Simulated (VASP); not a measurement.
**O: single point with PBEsol**

The system is O.

```
O
1.0
     3.89226    0.00000    0.00000
     0.00000    3.78946    0.00000
    -0.99666    0.00000    3.01248
O
4
Direct
  0.33297 0.69412 0.68129
  0.66703 0.69412 0.81871
  0.66703 0.30588 0.31871
  0.33297 0.30588 0.18130
```

| Item | Value |
| --- | --- |
| Program | VASP 6.6.1 |
| Task | single point |
| Functional | PBEsol |
| Potentials or basis | VASP PAW PBE potentials, release 64 (O) |
| Cutoff | 520 eV |
| k mesh | 6 × 6 × 6 |
| Occupations | gaussian, width 0.05 eV |
| Spin | no spin polarisation |
| Dipole correction | no |
| Further INCAR settings | ALGO = Normal; EDIFF = 1e-06; NBANDS = 20 |

* Pressure: -2.8 GPa
* Largest force: 0.874 eV/Å
* Band gap on the k mesh: 0.38 eV, indirect (least direct gap 0.56 eV)

Forces on the atoms (eV/Å):
```
O    0.684 -0.311  0.447
O   -0.684 -0.311 -0.447
O   -0.684  0.311 -0.447
O    0.684  0.311  0.447
```

Stress tensor (GPa, compression positive):
```
-2.60  0.00 -2.17
 0.00 -0.89  0.00
-2.17  0.00 -5.00
```

Levels at points of the mesh, in eV from the valence-band top:
```
           k point  band 10  band 11  band 12  band 13  band 14  band 15
(0.00, 0.00, 0.00)    -4.43    -0.91    -0.61     1.54     1.63     9.36
(0.50, 0.00, 0.00)    -4.51    -1.19    -0.50     1.59     1.82     6.69
(0.00, 0.50, 0.00)    -4.86    -0.64     0.00     0.72     1.28    10.39
(0.50, 0.50, 0.00)    -4.96    -0.28    -0.18     0.38     1.53     7.57
(0.00, 0.00, 0.50)    -5.01    -0.80    -0.80     1.30     1.30     9.44
(0.50, 0.00, 0.50)    -4.96    -0.92    -0.92     1.21     1.21     8.89
(0.00, 0.50, 0.50)    -4.06    -1.48    -1.48     2.01     2.01     9.49
(0.50, 0.50, 0.50)    -4.06    -1.68    -1.68     2.02     2.02     9.02
```

It took 58 s on 1 thread of Intel(R) Xeon(R) Platinum 8375C CPU @ 2.90GHz (Ice Lake) (shared host), peak memory 0.17 GiB.

Caveat: the standard files for N, O and F lose accuracy on very short bonds; spin is off for a triplet molecule; the PAW data sets were made with another functional, which shifts forces and pressure a little. A k mesh can miss the band edges.
